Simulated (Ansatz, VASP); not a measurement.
# Two plane-wave programs on InSi2B3

```
In Si B
1.0
     3.41484    0.00000    0.00000
    -1.70742    2.95733    0.00000
     0.00000    0.00000    9.09020
In Si B
1 2 3
Direct
  0.00000 0.00000 0.50000
  0.33333 0.66667 0.81058
  0.66667 0.33333 0.18942
  0.00000 0.00000 0.17856
  0.00000 0.00000 0.82144
  0.00000 0.00000 0.00000
```

Alike in both runs: functional PBE; k mesh 12 × 12 × 4; occupations gaussian, width 0.1 eV; no spin polarisation.

Ansatz relaxed the structure, and its values are those at the end. VASP's run is a single point on that final structure, the one shown.

|  | VASP | Ansatz |
| --- | --- | --- |
| version | VASP 6.6.1 | Ansatz 0.2.0 |
| potentials or method | VASP PAW PBE potentials, release 64 (In_d, Si, B), cutoff 520 eV | scalar-relativistic, plane waves, PAW |
| valence electrons in the cell | 30 | 30 |

Ansatz gave:

```
gap on the k mesh at the Fermi level (eV) : none
pressure (GPa)                            : 0.0
rms of the force components (eV/Å)        : 0.002
```

Task: Estimate VASP's values.

Result: gap on the k mesh at the Fermi level (eV): none; pressure (GPa): 0.0; rms of the force components (eV/Å): 0.005.

A gap of «none» marks a metal or a gap that the smearing closes.
